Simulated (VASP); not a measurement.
Crystal: C.

```
C
1.0
     2.48215    0.00000    0.00000
    -1.24107    2.14960    0.00000
     0.00000    0.00000    4.05335
C
4
Direct
  0.33333 0.66667 0.00000
  0.66667 0.33333 0.50000
  0.33333 0.66667 0.37500
  0.66667 0.33333 0.87500
```

| Item | Value |
| --- | --- |
| Program | VASP 6.6.1 |
| Task | relaxation of cell and atoms |
| Functional | PBE |
| Potentials or basis | VASP PAW PBE potentials, release 64 (C) |
| Cutoff | 600 eV |
| k mesh | 12 × 12 × 6 |
| Occupations | fermi-dirac, width 0.02 eV |
| Spin | no spin polarisation |

At the start: pressure 26.6 GPa; volume 5.41 Å³/atom.

How do energy, volume and symmetry change on relaxing?

Over 11 steps the energy falls by 30.0 meV/atom and the volume is 5.71 Å³/atom (+5.6 %); space group P6_3/mmc (No. 194, to 0.05 Å).

Step by step:
```csv
step,energy change (eV),largest force (eV/Å),pressure (GPa),volume (Å³)
1,0.0000,0.0484,26.59,21.63
2,0.0675,0.2656,-26.99,24.54
3,-0.1200,0.0112,-0.51,22.87
4,-0.1201,0.0086,0.00,22.84
5,-0.1200,0.0063,0.48,22.82
6,-0.1200,0.0147,0.38,22.82
7,-0.1200,0.0037,0.43,22.82
8,-0.1200,0.0026,0.36,22.83
9,-0.1201,0.0006,0.14,22.84
10,-0.1200,0.0071,-0.30,22.86
11,-0.1201,0.0026,0.01,22.84
```

Final structure:
```
CELL_PARAMETERS angstrom
2.51187 0.00000 0.00000
-1.25594 2.17535 0.00000
0.00000 0.00000 4.18062
ATOMIC_POSITIONS crystal
C 0.33333 0.66667 0.00025
C 0.66667 0.33333 0.50025
C 0.33333 0.66667 0.37475
C 0.66667 0.33333 0.87475
```
